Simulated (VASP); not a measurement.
# MgO (klda): single point with LDA

The system is MgO (klda).

```xyz
4
Lattice="3.3078 0.0000 0.0000 -1.6539 2.8646 0.0000 0.0000 0.0000 4.9829" Properties=species:S:1:pos:R:3 pbc="T T T"
Mg    0.0000    1.9098    0.0108
Mg    1.6539    0.9549    2.5022
O     0.0000    1.9098    2.0053
O     1.6539    0.9549    4.4968
```

* Program: VASP 6.6.1
* Task: single point
* Functional: LDA
* Potentials or basis: VASP PAW LDA potentials, release 64 (Mg, O)
* Cutoff: 600 eV
* k mesh: 6 × 6 × 4
* Occupations: gaussian, width 0.1 eV
* Spin: no spin polarisation
* Dipole correction: no
* Further INCAR settings: ALGO = Normal; EDIFF = 1e-06; NBANDS = 16

```json
{
  "Pressure": "-5.6 GPa",
  "Largest force": "0.048 eV/Å",
  "Band gap on the k mesh": "3.36 eV, direct"
}
```

Forces on the atoms (eV/Å):
```
Mg   0.000  0.000  0.048
Mg   0.000  0.000  0.048
O    0.000  0.000 -0.048
O    0.000  0.000 -0.048
```

Stress tensor (GPa, compression positive):
```
-5.82  0.00  0.00
 0.00 -5.82  0.00
 0.00  0.00 -5.12
```

Levels at points of the mesh, in eV from the valence-band top:
| k point | band 6 | band 7 | band 8 | band 9 | band 10 | band 11 |
| --- | --- | --- | --- | --- | --- | --- |
| (0.00, 0.00, 0.00) | -0.45 | -0.45 | 0.00 | 3.36 | 8.31 | 10.16 |
| (0.50, 0.00, 0.00) | -1.34 | -0.85 | -0.53 | 7.58 | 7.89 | 9.04 |
| (0.00, 0.00, 0.50) | -0.63 | -0.63 | -0.63 | 5.86 | 5.86 | 12.96 |
| (0.50, 0.00, 0.50) | -0.96 | -0.74 | -0.74 | 7.18 | 7.18 | 10.61 |

Wall time 19 s on 1 thread of AMD EPYC 9R45 (Zen 5), with other jobs on the host, peak memory 0.13 GiB.
